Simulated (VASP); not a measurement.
# Cr: single point with PBE

Crystal: Cr.

```
CELL_PARAMETERS angstrom
2.96890 0.00000 0.00000
0.00000 2.96890 0.00000
0.00000 0.00000 2.96890
ATOMIC_POSITIONS crystal
Cr 0.00000 0.00000 0.00000
Cr 0.50000 0.50000 0.50000
```

```json
{
  "Program": "VASP 6.6.1",
  "Task": "single point",
  "Functional": "PBE",
  "Potentials or basis": "VASP PAW PBE potentials, release 64 (Cr_pv)",
  "Cutoff": "520 eV",
  "k mesh": "11 × 11 × 11",
  "Occupations": "fermi-dirac, width 0.05 eV",
  "Spin": "collinear spin, antiferromagnetic start",
  "Starting moments": "[-3.0, 3.0] μB"
}
```

```json
{"Pressure": "-13.4 GPa", "Band gap on the k mesh": "zero (filled and empty bands overlap)", "Net moment": "0.00 μB per cell", "Site moments": "Cr -1.80, +1.80 μB", "Valence electrons inside the program's atomic spheres": "Cr 10.82"}
```

Levels at points of the mesh, in eV from the Fermi level:
Spin up:
```
           k point  band 8  band 9  band 10  band 11  band 12  band 13  band 14  band 15  band 16  band 17
(0.00, 0.00, 0.00)   -3.62   -3.62    -0.87    -0.87    -0.87     1.23     1.23     2.52     2.52     2.52
```
Spin down:
```
           k point  band 8  band 9  band 10  band 11  band 12  band 13  band 14  band 15  band 16  band 17
(0.00, 0.00, 0.00)   -3.62   -3.62    -0.87    -0.87    -0.87     1.23     1.23     2.52     2.52     2.52
```

Wall time 90 s on 1 thread of Intel Xeon 8259CL (shared host), peak memory 0.18 GiB.

Caveat: the cell stands under tension; an empty level that is flat over the whole mesh can mark a ghost state of the potentials, or a narrow d or f band.
